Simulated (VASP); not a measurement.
# Ga3Te2O (R-3m) in VASP: single point with PBE

Aim: the single point of Ga3Te2O with PBE.

Program: VASP 6.6.1. These are calculated values, not measurements. Logs are shortened: lines on timing, memory, paths and dates and some standing lists are left out, and cuts for length are marked.

## (1) The cell of the first run

It takes space group R-3m (No. 166, trigonal). The conventional cell has a = 5.900 Å, b = 5.900 Å, c = 12.926 Å, α = 90.00°, β = 90.00°, γ = 120.00°. Ga (site symmetry 2/m) has 2 O at 2.75 Å and 4 Ga at 2.95 Å and 6 Te at 3.16 to 3.38 Å within 3.6 Å. Within 4.2 Å of Te (site symmetry 3m) lie 9 Ga at 3.16 to 3.38 Å and 4 Te at 3.30 to 3.55 Å and 3 O at 3.44 Å. O (site symmetry -3m) has 6 Ga at 2.75 Å and 6 Te at 3.44 Å within 3.6 Å.

## (2) Single point, PBE

File INCAR:

```
PREC = Accurate
ENCUT = 520
EDIFF = 1E-6
ISMEAR = 0
SIGMA = 0.1
LREAL = F
LASPH = T
NELM = 60
ALGO = Normal
ISIF = 2
LWAVE = F
LCHARG = F
GGA = PE
NBANDS = 38
```

File KPOINTS:

```
regular mesh
0
Gamma
  6 6 6
```

File POSCAR:

```
Ga3Te2O
1.0
    2.9500544400      1.7032147200      4.3085193500
   -2.9500544400      1.7032147200      4.3085193500
    0.0000000000     -3.4064294500      4.3085193500
Ga Te O
3 2 1
Direct
    0.0000000000      0.5000000000      0.0000000000
    0.5000000000      0.0000000000      0.0000000000
    0.0000000000      0.0000000000      0.5000000000
    0.6276879900      0.6276879900      0.6276879900
    0.3723120100      0.3723120100      0.3723120100
    0.0000000000      0.0000000000      0.0000000000
```

Potentials or basis: VASP PAW PBE potentials, release 64 (Ga_d, Te, O).

The run is started by

```console
> cat potpaw_PBE.64/Ga_d/POTCAR potpaw_PBE.64/Te/POTCAR potpaw_PBE.64/O/POTCAR > POTCAR
> mpirun -np 1 vasp_std > vasp.out
```

OUTCAR:

```text
PREC = Accurate
   ENCUT = 520
   EDIFF = 1E-6
   ISMEAR = 0
   LREAL = F
   LASPH = T
   NELM = 60
   ISIF = 2
   GGA = PE

 ion  position               nearest neighbor table
   1  0.000  0.500  0.000-   4 3.16   5 3.16
   2  0.500  0.000  0.000-   4 3.16   5 3.16
   3  0.000  0.000  0.500-   4 3.16   5 3.16
   4  0.628  0.628  0.628-   3 3.16   2 3.16   1 3.16   5 3.30   5 3.55   5 3.55   5 3.55
   5  0.372  0.372  0.372-   3 3.16   2 3.16   1 3.16   4 3.30   4 3.55   4 3.55   4 3.55
   6  0.000  0.000  0.000-

  LATTYP: Found a trigonal (rhomboedric) cell.
 ALAT       =     5.4924585179
 COS(alpha) =     0.4230256780

  Lattice vectors:

 A1 = (   2.9500544400,   1.7032147200,   4.3085193500)
 A2 = (  -2.9500544400,   1.7032147200,   4.3085193500)
 A3 = (   0.0000000000,  -3.4064294500,   4.3085193500)

Analysis of symmetry for initial positions (statically):
=====================================================================
 Subroutine PRICEL returns:
 Original cell was already a primitive cell.

 Routine SETGRP: Setting up the symmetry group for a
 trigonal (rhombohedral) supercell.

 Subroutine GETGRP returns: Found 12 space group operations
 (whereof 12 operations were pure point group operations)
 out of a pool of 12 trial point group operations.

The static configuration has the point symmetry D_3d.

Analysis of symmetry for dynamics (positions and initial velocities):
=====================================================================
 Subroutine PRICEL returns:
 Original cell was already a primitive cell.

 Routine SETGRP: Setting up the symmetry group for a
 trigonal (rhombohedral) supercell.

 Subroutine GETGRP returns: Found 12 space group operations
 (whereof 12 operations were pure point group operations)
 out of a pool of 12 trial point group operations.

The dynamic configuration has the point symmetry D_3d.

 Subroutine INISYM returns: Found 12 space group operations
 (whereof 12 operations are pure point group operations),
 and found     1 'primitive' translations

----------------------------------------------------------------------------------------

                                     Primitive cell

  volume of cell :     129.8909

  direct lattice vectors                    reciprocal lattice vectors
     2.950054440  1.703214720  4.308519350     0.169488398  0.097854172  0.077366099
    -2.950054440  1.703214720  4.308519350    -0.169488398  0.097854172  0.077366099
     0.000000000 -3.406429450  4.308519350     0.000000000 -0.195708344  0.077366099

  length of vectors
     5.492458518  5.492458518  5.492458519     0.210445407  0.210445407  0.210445407

  position of ions in fractional coordinates (direct lattice)
     0.000000000  0.500000000  0.000000000
     0.500000000  0.000000000  0.000000000
     0.000000000  0.000000000  0.500000000
     0.627687990  0.627687990  0.627687990
     0.372312010  0.372312010  0.372312010
     0.000000000  0.000000000  0.000000000

  ion indices of the primitive-cell ions
   primitive index   ion index
                 1           1
                 2           2
                 3           3
                 4           4
                 5           5
                 6           6

----------------------------------------------------------------------------------------

 KPOINTS: regular mesh

Automatic generation of k-mesh.
 Grid dimensions read from file:
 generate k-points for:    6    6    6

 Generating k-lattice:

  Cartesian coordinates                     Fractional coordinates (reciprocal lattice)
     0.028248066  0.016309029  0.012894350     0.166666667  0.000000000  0.000000000
    -0.028248066  0.016309029  0.012894350     0.000000000  0.166666667  0.000000000
     0.000000000 -0.032618057  0.012894350     0.000000000  0.000000000  0.166666667

  Length of vectors
     0.035074234  0.035074234  0.035074234

  Shift w.r.t. Gamma in fractional coordinates (k-lattice)
     0.000000000  0.000000000  0.000000000

 Subroutine IBZKPT returns following result:
 ===========================================

 Found     32 irreducible k-points:

 Following reciprocal coordinates:
            Coordinates               Weight
  0.000000  0.000000  0.000000      1.000000
  0.166667  0.000000 -0.000000      6.000000
  0.333333  0.000000  0.000000      6.000000
  0.500000  0.000000 -0.000000      3.000000
  0.166667  0.166667 -0.000000      6.000000
  0.333333  0.166667 -0.000000     12.000000
[... 16 lines left out ...]
  0.500000  0.500000  0.166667      6.000000
 -0.333333  0.500000  0.166667     12.000000
 [... further k-points ...]
   k-points           NKPTS =     32   k-points in BZ     NKDIM =     32   number of bands    NBANDS=     38
   number of dos      NEDOS =    301   number of ions     NIONS =      6
   total plane-waves  NPLWV =  74088
   dimension x,y,z NGX =    42 NGY =   42 NGZ =   42
   dimension x,y,z NGXF=    84 NGYF=   84 NGZF=   84
   ions per type =               3   2   1
   NGX,Y,Z   is equivalent  to a cutoff of  12.71, 12.71, 12.71 a.u.
   NGXF,Y,Z  is equivalent  to a cutoff of  25.43, 25.43, 25.43 a.u.
 SYSTEM =  unknown system
   PREC   = accura    normal or accurate (medium, high low for compatibility)
   ISTART =      0    job   : 0-new  1-cont  2-samecut
   ICHARG =      2    charge: 1-file 2-atom 10-const
   ISPIN  =      1    spin polarized calculation?
   LNONCOLLINEAR =      F non collinear calculations
   LSORBIT =      F    spin-orbit coupling
   LASPH  =      T    aspherical Exc in radial PAW
   ENCUT  =  520.0 eV  38.22 Ry    6.18 a.u.  10.21 10.21 10.21*2*pi/ulx,y,z
   NELM   =     60;   NELMIN=  2; NELMDL= -5     # of ELM steps
   EDIFF  = 0.1E-05   stopping-criterion for ELM
   LREAL  =      F    real-space projection
   EDIFFG = 0.1E-04   stopping-criterion for IOM
   NSW    =      0    number of steps for IOM
   IBRION =     -1    ionic relax: 0-MD 1-quasi-New 2-CG
   NFREE  =      0    steps in history (QN), initial steepest desc. (CG)
   ISIF   =      2    stress and relaxation
   ISYM   =      2    0-nonsym 1-usesym 2-fastsym
   POTIM  = 0.5000    time-step for ionic-motion
   TEBEG  =    0.0;   TEEND  =   0.0 temperature during run
   PSTRESS=    0.0 pullay stress
   NELECT =      57.0000    total number of electrons
   NUPDOWN=      -1.0000    fix difference up-down
   EMIN   =  10.00;   EMAX   =-10.00  energy-range for DOS
   EFERMI =   0.00;   METHOD = LEGACY
   ISMEAR =     0;   SIGMA  =   0.10  broadening in eV -4-tet -1-fermi 0-gaus
   EFERMI_NEDOS =   21; number of points for ismear=-14 and -15
   IALGO  =     38    algorithm
   IMIX   =      4    mixing-type and parameters
     AMIX     =   0.40;   BMIX     =  1.00
     AMIX_MAG =   1.60;   BMIX_MAG =  1.00
  volume/ion in A,a.u.               =      21.65       146.09
  Fermi-wavevector in a.u.,A,eV,Ry     =   1.244057  2.350926 21.057428  1.547677
  Thomas-Fermi vector in A             =   2.378340
   LORBIT       =      0    0 simple, 1 ext, 2 COOP (PROOUT), +10 PAW based schemes
   GGA     = PE    functional components
   LHFCALC =     F    Hartree Fock is set to
   AEXX    =    0.0000 exact exchange contribution
   IVDW    =     0    specifies the selected vdW correction
   LEPSILON=     F    determine dielectric tensor
   LRPA    =     F    only Hartree local field effects (RPA)
 non-spin polarized calculation
 Gauss-broadening in eV      SIGMA  =   0.10
  energy-cutoff  :      520.00
  volume of cell :      129.89
 maximum number of plane-waves:      3512
 NGX is ok and might be reduce to    42
   NGX = 21   NGY = 21   NGZ = 21

 number of electron      57.0000022 magnetization

 Free energy of the ion-electron system (eV)
  ---------------------------------------------------
  ext. energy  EPLUGINS =         0.00000000
  ---------------------------------------------------
  free energy    TOTEN  =       -19.05712308 eV

  energy without entropy =      -19.03791470  energy(sigma->0) =      -19.04751889

 E-fermi :   5.3607     XC(G=0): -10.2848

 val. band max:        5.3507259004   @ k =   0.3333   0.0000   0.0000
 cond. band min:       5.3754825017   @ k =  -0.3333   0.5000   0.3333
 fundamental gap:      0.0247566013
 Fermi energy:         5.3607393335

 k-point     1 :       0.0000    0.0000    0.0000
  band No.  band energies     occupation
      1     -10.6407      2.00000
      2      -9.3030      2.00000
      3      -9.2650      2.00000
      4      -9.2650      2.00000
      5      -9.2070      2.00000
      6      -9.1584      2.00000
[... 30 lines left out ...]
     37      12.2098      0.00000
     38      12.7743      0.00000

 k-point     2 :       0.1667    0.0000   -0.0000
  band No.  band energies     occupation
      1     -10.6267      2.00000
      2      -9.2894      2.00000
      3      -9.2607      2.00000
      4      -9.2483      2.00000
      5      -9.2009      2.00000
      6      -9.1590      2.00000
[... 30 lines left out ...]
     37      11.8325      0.00000
     38      12.6254      0.00000

 k-point     3 :       0.3333    0.0000    0.0000
  band No.  band energies     occupation
      1     -10.5985      2.00000
      2      -9.2692      2.00000
      3      -9.2363      2.00000
      4      -9.2032      2.00000
      5      -9.1875      2.00000
      6      -9.1557      2.00000
[... 30 lines left out ...]
     37      11.6076      0.00000
     38      12.4101      0.00000

 k-point     4 :       0.5000    0.0000   -0.0000
  band No.  band energies     occupation
      1     -10.5842      2.00000
      2      -9.2648      2.00000
      3      -9.2080      2.00000
      4      -9.1764      2.00000
      5      -9.1579      2.00000
      6      -9.1545      2.00000
[... 30 lines left out ...]
     37      10.7815      0.00000
     38      11.3523      0.00000
[... 703 lines left out ...]
      4      -9.1826      2.00000
      5      -9.1654      2.00000
      6      -9.1548      2.00000
[... 30 lines left out ...]
     37      11.0263      0.00000
     38      11.3318      0.00000

 k-point    23 :       0.5000    0.5000    0.1667
  band No.  band energies     occupation
      1     -10.5425      2.00000
      2      -9.2699      2.00000
      3      -9.2403      2.00000
      4      -9.2027      2.00000
      5      -9.1897      2.00000
      6      -9.1540      2.00000
[... 30 lines left out ...]
     37      10.3921      0.00000
     38      11.7062      0.00000

 k-point    24 :      -0.3333    0.5000    0.1667
  band No.  band energies     occupation
      1     -10.5476      2.00000
      2      -9.2517      2.00000
      3      -9.2217      2.00000
      4      -9.1858      2.00000
      5      -9.1619      2.00000
      6      -9.1578      2.00000
[... 30 lines left out ...]
     37      10.5276      0.00000
     38      11.2249      0.00000

 [... further k-points ...]

------------------------ aborting loop because EDIFF is reached ----------------------------------------

  FORCE on cell =-STRESS in cart. coord.  units (eV):
  Direction    XX          YY          ZZ          XY          YZ          ZX
  --------------------------------------------------------------------------------------
  -------------------------------------------------------------------------------------
  Total       -0.0453222     -0.0453222     -6.9574354      0.0000000      0.0000000      0.0000000
  in kB       -0.5590394     -0.5590394    -85.8185223      0.0000000      0.0000001      0.0000000
  external PRESSURE =     -28.9788671 kB  Pullay stress =       0.0000000 kB

 VOLUME and BASIS-vectors are now :
 -----------------------------------------------------------------------------
  energy-cutoff  :      520.00
  volume of cell :      129.89
      direct lattice vectors                 reciprocal lattice vectors
     2.950054440  1.703214720  4.308519350     0.169488398  0.097854172  0.077366099
    -2.950054440  1.703214720  4.308519350    -0.169488398  0.097854172  0.077366099
     0.000000000 -3.406429450  4.308519350     0.000000000 -0.195708344  0.077366099

 POSITION                                       TOTAL-FORCE (eV/Angst)
 -----------------------------------------------------------------------------------
     -1.47503      0.85161      2.15426         0.000000      0.000000     -0.000000
      1.47503      0.85161      2.15426        -0.000000      0.000000     -0.000000
      0.00000     -1.70321      2.15426         0.000000      0.000000     -0.000000
      0.00000     -0.00000      8.11322        -0.000000      0.000000     -0.315832
      0.00000     -0.00000      4.81234        -0.000000     -0.000000      0.315832
      0.00000      0.00000      0.00000        -0.000000      0.000000     -0.000000
 -----------------------------------------------------------------------------------
    total drift:                               -0.000000      0.000000     -0.000000

  FREE ENERGIE OF THE ION-ELECTRON SYSTEM (eV)
  ---------------------------------------------------
  free  energy   TOTEN  =       -19.0571230829 eV

  energy  without entropy=      -19.0379147004  energy(sigma->0) =      -19.04751889
```

Wall time 5.9 min (1 thread of Oxide Virtual Turin-like, shared host); peak memory 0.3 GiB.

Results:

```
Free energy   : -19.0571 eV
Pressure      : -2.9 GPa
Largest force : 0.316 eV/Å
```

Forces on the atoms (eV/Å):
```
Ga   0.000  0.000  0.000
Ga   0.000  0.000  0.000
Ga   0.000  0.000  0.000
Te   0.000  0.000 -0.316
Te   0.000  0.000  0.316
O    0.000  0.000  0.000
```

Stress tensor (GPa, compression positive):
```
-0.06  0.00  0.00
 0.00 -0.06  0.00
 0.00  0.00 -8.58
```

Caveat: spin-orbit coupling is left out, which moves the levels of the heavy elements; an odd number of electrons without spin polarisation forces a metal; a magnetic or distorted state may lie lower.
